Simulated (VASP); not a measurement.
# GaSb (F-43m) in VASP: a series of runs

Runs on GaSb. Level: PBEsol. Tasks: single point.

All numbers are computed with VASP 6.6.1; they aren't measurements. Logs are shortened: lines on timing, memory, paths and dates and some standing lists are left out, and cuts for length are marked.

**1. The cell of the first run**

The structure is cubic, space group F-43m (No. 216). The conventional cell has a = 6.370 Å, b = 6.370 Å, c = 6.370 Å, α = 90.00°, β = 90.00°, γ = 90.00°. Ga (site symmetry -43m) has 4 Sb at 2.76 Å within 3.6 Å. Within 3.6 Å of Sb (site symmetry -43m) lie 4 Ga at 2.76 Å.

**2. Single point, PBEsol (strained)**

File INCAR:

```
SYSTEM = GaSb
PREC = Accurate ; ENCUT = 520
EDIFF = 1E-6 ; ISMEAR = 0
SIGMA = 0.1 ; LREAL = .FALSE.
LASPH = .TRUE. ; NELM = 60
ALGO = Normal ; ISIF = 2
LWAVE = .FALSE. ; LCHARG = .FALSE.
GGA = PS ; NBANDS = 16
```

File KPOINTS:

```
Automatic mesh
0
G
  12 12 12
  0 0 0
```

File POSCAR:

```
GaSb
1.0
    0.0000000000      3.1851225700      3.1851225700
    3.1851225700      0.0000000000      3.1851225700
    3.1851225700      3.1851225700      0.0000000000
Ga Sb
1 1
Direct
    0.0000000000      0.0000000000      0.0000000000
    0.7500000000      0.7500000000      0.7500000000
```

Potentials or basis: VASP PAW PBE potentials, release 64 (Ga_d, Sb).

Launch:

```
cat potpaw_PBE.64/Ga_d/POTCAR potpaw_PBE.64/Sb/POTCAR > POTCAR
mpirun -np 1 vasp_std > vasp.out
```

OUTCAR:

```text
SYSTEM = GaSb
   PREC = Accurate
   ENCUT = 520
   EDIFF = 1E-6
   ISMEAR = 0
   LREAL = .FALSE.
   LASPH = .TRUE.
   NELM = 60
   ISIF = 2
   GGA = PS

 ion  position               nearest neighbor table
   1  0.000  0.000  0.000-   2 2.76   2 2.76   2 2.76   2 2.76
   2  0.750  0.750  0.750-   1 2.76   1 2.76   1 2.76   1 2.76

  LATTYP: Found a face centered cubic cell.
 ALAT       =     6.3702451400

  Lattice vectors:

 A1 = (   0.0000000000,   3.1851225700,   3.1851225700)
 A2 = (   3.1851225700,   0.0000000000,   3.1851225700)
 A3 = (   3.1851225700,   3.1851225700,   0.0000000000)

Analysis of symmetry for initial positions (statically):
=====================================================================
 Subroutine PRICEL returns:
 Original cell was already a primitive cell.

 Routine SETGRP: Setting up the symmetry group for a
 face centered cubic supercell.

 Subroutine GETGRP returns: Found 24 space group operations
 (whereof 24 operations were pure point group operations)
 out of a pool of 48 trial point group operations.

The static configuration has the point symmetry T_d .

Analysis of symmetry for dynamics (positions and initial velocities):
=====================================================================
 Subroutine PRICEL returns:
 Original cell was already a primitive cell.

 Routine SETGRP: Setting up the symmetry group for a
 face centered cubic supercell.

 Subroutine GETGRP returns: Found 24 space group operations
 (whereof 24 operations were pure point group operations)
 out of a pool of 48 trial point group operations.

The dynamic configuration has the point symmetry T_d .

 Subroutine INISYM returns: Found 24 space group operations
 (whereof 24 operations are pure point group operations),
 and found     1 'primitive' translations

----------------------------------------------------------------------------------------

                                     Primitive cell

  volume of cell :      64.6262

  direct lattice vectors                    reciprocal lattice vectors
     0.000000000  3.185122570  3.185122570    -0.156979830  0.156979830  0.156979830
     3.185122570  0.000000000  3.185122570     0.156979830 -0.156979830  0.156979830
     3.185122570  3.185122570  0.000000000     0.156979830  0.156979830 -0.156979830

  length of vectors
     4.504443536  4.504443536  4.504443536     0.271897042  0.271897042  0.271897042

  position of ions in fractional coordinates (direct lattice)
     0.000000000  0.000000000  0.000000000
     0.750000000  0.750000000  0.750000000

  ion indices of the primitive-cell ions
   primitive index   ion index
                 1           1
                 2           2

----------------------------------------------------------------------------------------

 KPOINTS: Automatic mesh

Automatic generation of k-mesh.
 Grid dimensions read from file:
 generate k-points for:   12   12   12

 Generating k-lattice:

  Cartesian coordinates                     Fractional coordinates (reciprocal lattice)
    -0.013081653  0.013081653  0.013081653     0.083333333  0.000000000  0.000000000
     0.013081653 -0.013081653  0.013081653     0.000000000  0.083333333  0.000000000
     0.013081653  0.013081653 -0.013081653     0.000000000  0.000000000  0.083333333

  Length of vectors
     0.022658087  0.022658087  0.022658087

  Shift w.r.t. Gamma in fractional coordinates (k-lattice)
     0.000000000  0.000000000  0.000000000

 Subroutine IBZKPT returns following result:
 ===========================================

 Found     72 irreducible k-points:

 Following reciprocal coordinates:
            Coordinates               Weight
  0.000000  0.000000  0.000000      1.000000
  0.083333  0.000000  0.000000      8.000000
  0.166667  0.000000  0.000000      8.000000
  0.250000  0.000000  0.000000      8.000000
  0.333333  0.000000  0.000000      8.000000
  0.416667  0.000000  0.000000      8.000000
[... 16 lines left out ...]
  0.500000  0.166667  0.000000     24.000000
 -0.416667  0.166667  0.000000     24.000000
 [... further k-points ...]
   k-points           NKPTS =     72   k-points in BZ     NKDIM =     72   number of bands    NBANDS=     16
   number of dos      NEDOS =    301   number of ions     NIONS =      2
   total plane-waves  NPLWV =  46656
   dimension x,y,z NGX =    36 NGY =   36 NGZ =   36
   dimension x,y,z NGXF=    72 NGYF=   72 NGZF=   72
   ions per type =               1   1
   NGX,Y,Z   is equivalent  to a cutoff of  13.29, 13.29, 13.29 a.u.
   NGXF,Y,Z  is equivalent  to a cutoff of  26.57, 26.57, 26.57 a.u.
 SYSTEM =  GaSb
   PREC   = accura    normal or accurate (medium, high low for compatibility)
   ISTART =      0    job   : 0-new  1-cont  2-samecut
   ICHARG =      2    charge: 1-file 2-atom 10-const
   ISPIN  =      1    spin polarized calculation?
   LNONCOLLINEAR =      F non collinear calculations
   LSORBIT =      F    spin-orbit coupling
   LASPH  =      T    aspherical Exc in radial PAW
   ENCUT  =  520.0 eV  38.22 Ry    6.18 a.u.   8.38  8.38  8.38*2*pi/ulx,y,z
   NELM   =     60;   NELMIN=  2; NELMDL= -5     # of ELM steps
   EDIFF  = 0.1E-05   stopping-criterion for ELM
   LREAL  =      F    real-space projection
   EDIFFG = 0.1E-04   stopping-criterion for IOM
   NSW    =      0    number of steps for IOM
   IBRION =     -1    ionic relax: 0-MD 1-quasi-New 2-CG
   NFREE  =      0    steps in history (QN), initial steepest desc. (CG)
   ISIF   =      2    stress and relaxation
   ISYM   =      2    0-nonsym 1-usesym 2-fastsym
   POTIM  = 0.5000    time-step for ionic-motion
   TEBEG  =    0.0;   TEEND  =   0.0 temperature during run
   PSTRESS=    0.0 pullay stress
   NELECT =      18.0000    total number of electrons
   NUPDOWN=      -1.0000    fix difference up-down
   EMIN   =  10.00;   EMAX   =-10.00  energy-range for DOS
   EFERMI =   0.00;   METHOD = LEGACY
   ISMEAR =     0;   SIGMA  =   0.10  broadening in eV -4-tet -1-fermi 0-gaus
   EFERMI_NEDOS =   21; number of points for ismear=-14 and -15
   IALGO  =     38    algorithm
   IMIX   =      4    mixing-type and parameters
     AMIX     =   0.40;   BMIX     =  1.00
     AMIX_MAG =   1.60;   BMIX_MAG =  1.00
  volume/ion in A,a.u.               =      32.31       218.06
  Fermi-wavevector in a.u.,A,eV,Ry     =   1.069128  2.020358 15.551918  1.143034
  Thomas-Fermi vector in A             =   2.204797
   LORBIT       =      0    0 simple, 1 ext, 2 COOP (PROOUT), +10 PAW based schemes
   GGA     = PS    functional components
   LHFCALC =     F    Hartree Fock is set to
   AEXX    =    0.0000 exact exchange contribution
   IVDW    =     0    specifies the selected vdW correction
   LEPSILON=     F    determine dielectric tensor
   LRPA    =     F    only Hartree local field effects (RPA)
 non-spin polarized calculation
 Gauss-broadening in eV      SIGMA  =   0.10
  energy-cutoff  :      520.00
  volume of cell :       64.63
 maximum number of plane-waves:      1807
 NGX is ok and might be reduce to    36
   NGX = 17   NGY = 17   NGZ = 17

 number of electron      18.0000010 magnetization

 Free energy of the ion-electron system (eV)
  ---------------------------------------------------
  ext. energy  EPLUGINS =         0.00000000
  ---------------------------------------------------
  free energy    TOTEN  =        -8.03149832 eV

  energy without entropy =       -8.03116128  energy(sigma->0) =       -8.03132980

 E-fermi :   3.6091     XC(G=0):  -8.7504

 val. band max:        3.5752974188   @ k =   0.0000   0.0000   0.0000
 cond. band min:       3.6951379626   @ k =   0.5000   0.0000   0.0000
 fundamental gap:      0.1198405438
 Fermi energy:         3.6091368839

 k-point     1 :       0.0000    0.0000    0.0000
  band No.  band energies     occupation
      1     -11.2264      2.00000
      2     -11.2264      2.00000
      3     -11.2264      2.00000
      4     -11.1922      2.00000
      5     -11.1922      2.00000
      6      -7.1499      2.00000
[... 8 lines left out ...]
     15      11.9362      0.00000
     16      11.9362      0.00000

 k-point     2 :       0.0833    0.0000    0.0000
  band No.  band energies     occupation
      1     -11.2275      2.00000
      2     -11.2259      2.00000
      3     -11.2259      2.00000
      4     -11.1922      2.00000
      5     -11.1922      2.00000
      6      -7.0885      2.00000
[... 8 lines left out ...]
     15      11.4830      0.00000
     16      11.4830      0.00000

 k-point     3 :       0.1667    0.0000    0.0000
  band No.  band energies     occupation
      1     -11.2306      2.00000
      2     -11.2244      2.00000
      3     -11.2244      2.00000
      4     -11.1923      2.00000
      5     -11.1923      2.00000
      6      -6.9088      2.00000
[... 8 lines left out ...]
     15      11.0483      0.00000
     16      11.0483      0.00000

 k-point     4 :       0.2500    0.0000    0.0000
  band No.  band energies     occupation
      1     -11.2348      2.00000
      2     -11.2226      2.00000
      3     -11.2226      2.00000
      4     -11.1923      2.00000
      5     -11.1923      2.00000
      6      -6.6266      2.00000
[... 8 lines left out ...]
     15      11.0089      0.00000
     16      11.0089      0.00000
[... 324 lines left out ...]
 k-point    22 :       0.4167    0.1667    0.0000
  band No.  band energies     occupation
      1     -11.2439      2.00000
      2     -11.2185      2.00000
      3     -11.2176      2.00000
      4     -11.1943      2.00000
      5     -11.1910      2.00000
      6      -5.9681      2.00000
[... 8 lines left out ...]
     15      12.1145      0.00000
     16      13.0475      0.00000

 k-point    23 :       0.5000    0.1667    0.0000
  band No.  band energies     occupation
      1     -11.2454      2.00000
      2     -11.2180      2.00000
      3     -11.2171      2.00000
      4     -11.1937      2.00000
      5     -11.1914      2.00000
      6      -5.6956      2.00000
[... 8 lines left out ...]
     15      12.6600      0.00000
     16      13.0640      0.00000

 k-point    24 :      -0.4167    0.1667    0.0000
  band No.  band energies     occupation
      1     -11.2452      2.00000
      2     -11.2180      2.00000
      3     -11.2174      2.00000
      4     -11.1930      2.00000
      5     -11.1920      2.00000
      6      -5.6526      2.00000
[... 8 lines left out ...]
     15      11.9501      0.00000
     16      12.2940      0.00000

 [... further k-points ...]

------------------------ aborting loop because EDIFF is reached ----------------------------------------

  FORCE on cell =-STRESS in cart. coord.  units (eV):
  Direction    XX          YY          ZZ          XY          YZ          ZX
  --------------------------------------------------------------------------------------
  -------------------------------------------------------------------------------------
  Total       -1.8988539     -1.8988539     -1.8988539      0.0000000      0.0000000      0.0000000
  in kB      -47.0753648    -47.0753648    -47.0753648      0.0000000      0.0000000      0.0000000
  external PRESSURE =     -47.0753648 kB  Pullay stress =       0.0000000 kB

 VOLUME and BASIS-vectors are now :
 -----------------------------------------------------------------------------
  energy-cutoff  :      520.00
  volume of cell :       64.63
      direct lattice vectors                 reciprocal lattice vectors
     0.000000000  3.185122570  3.185122570    -0.156979830  0.156979830  0.156979830
     3.185122570  0.000000000  3.185122570     0.156979830 -0.156979830  0.156979830
     3.185122570  3.185122570  0.000000000     0.156979830  0.156979830 -0.156979830

 POSITION                                       TOTAL-FORCE (eV/Angst)
 -----------------------------------------------------------------------------------
      0.00000      0.00000      0.00000        -0.000000     -0.000000     -0.000000
      4.77768      4.77768      4.77768         0.000000      0.000000      0.000000
 -----------------------------------------------------------------------------------
    total drift:                               -0.000001     -0.000001     -0.000000

  FREE ENERGIE OF THE ION-ELECTRON SYSTEM (eV)
  ---------------------------------------------------
  free  energy   TOTEN  =        -8.0314983155 eV

  energy  without entropy=       -8.0311612751  energy(sigma->0) =       -8.03132980
```

It took 62 s on 1 thread of Intel Xeon Platinum 8259CL at 2.50GHz (Skylake/Cascade Lake), shared host; peak memory 0.25 GiB.

Results:

* Free energy: -8.0315 eV
* Pressure: -4.7 GPa
* Band gap on the k mesh: zero (filled and empty bands touch)

Levels at points of the mesh, in eV from the Fermi level:
| k point | band 5 | band 6 | band 7 | band 8 | band 9 | band 10 | band 11 | band 12 | band 13 | band 14 |
| --- | --- | --- | --- | --- | --- | --- | --- | --- | --- | --- |
| (0.00, 0.00, 0.00) | -14.80 | -10.76 | -0.86 | -0.03 | -0.03 | -0.03 | 2.74 | 2.74 | 2.74 | 5.46 |
| (0.50, 0.00, 0.00) | -14.80 | -9.42 | -5.89 | -1.01 | -1.01 | 0.09 | 3.66 | 3.66 | 6.32 | 8.40 |
| (0.50, 0.50, 0.00) | -14.80 | -8.76 | -6.35 | -2.23 | -2.23 | 0.91 | 1.33 | 7.85 | 7.85 | 8.98 |

Caveat: the cell differs from its parent crystal (strained); the PAW data sets were made with another functional, which shifts forces and pressure a little; spin-orbit coupling is left out, which moves the levels of the heavy elements.

(Part 1 of 2 ends here.)
